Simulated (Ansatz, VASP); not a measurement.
## One calculation of Si, two programs

The input INCAR:

```
SYSTEM = Si
PREC     = Accurate       ! precision mode
ENCUT    = 600            ! plane-wave cutoff, eV
EDIFF    = 1E-6           ! SCF threshold, eV
ISMEAR   = 0              ! smearing method
SIGMA    = 0.02           ! smearing width, eV
LREAL    = .False.        ! projectors in reciprocal space
LASPH    = .True.         ! aspherical terms in the spheres
NELM     = 100            ! most SCF steps
ALGO     = Normal         ! electronic algorithm
ISIF     = 3              ! what is computed and relaxed
LWAVE    = .False.        ! write WAVECAR
LCHARG   = .False.        ! write CHGCAR
GGA      = PS             ! functional
IBRION   = 2              ! ionic algorithm
NSW      = 100            ! ionic steps
EDIFFG   = -0.002         ! ionic threshold
```

The input KPOINTS:

```
Automatic mesh
0
Gamma
  10 10 10
  0 0 0
```

POSCAR

```
Si
1.0
    0.0000000000      2.7185000000      2.7185000000
    2.7185000000      0.0000000000      2.7185000000
    2.7185000000      2.7185000000      0.0000000000
Si
2
Direct
    0.5000000000      0.5000000000      0.5000000000
    0.7500000000      0.7500000000      0.7500000000
```

Input for Ansatz:

```yaml
crystal:
  lattice:
    - [0.0, 2.7185, 2.7185]
    - [2.7185, 0.0, 2.7185]
    - [2.7185, 2.7185, 0.0]
  atoms:
    - { symbol: Si, position: [0.5, 0.5, 0.5] }
    - { symbol: Si, position: [0.75, 0.75, 0.75] }
basis:
  ecutwfc: 420
kpoints:
  mp_grid: { grid: [10, 10, 10] }
hamiltonian:
  xc: pbesol
  pseudopotentials: { kind: paw, azcp: { folder: soft_1 } }
scf:
  occupations: { method: gaussian, width: 0.02 }
output:
  forces: true
  stress: true
  eigenvalues: true
relax:
  adjacent_minimum: "off"
  f_tol: 0.002
  max_steps: 80
  cell: { stress_tol: 0.02 }
```

Alike in both runs: task relaxation of cell and atoms; functional PBEsol; k mesh 10 × 10 × 10; occupations gaussian, width 0.02 eV; no spin polarisation.

|  | VASP | Ansatz |
| --- | --- | --- |
| version | VASP 6.6.1 | Ansatz 0.2.0 |
| potentials or method | VASP PAW PBE potentials, release 64 (Si), cutoff 600 eV | scalar-relativistic, plane waves, PAW |
| valence electrons in the cell | 8 | 8 |

Ansatz gave:

| Property | Result |
| --- | --- |
| gap on the k mesh at the Fermi level, each at its own relaxed structure (eV) | 0.48 |
| relaxed volume (Å³/atom) | 20.05 |
| relaxed cell length with the largest relative difference (Å) | 3.842 |

Q: What did VASP give for the same quantities?

A: gap on the k mesh at the Fermi level, each at its own relaxed structure (eV): 0.47; relaxed volume (Å³/atom): 20.08; relaxed cell length with the largest relative difference (Å): 3.844.

VASP's potentials were made for PBE, not for PBEsol, and Ansatz warns of the same on its side.
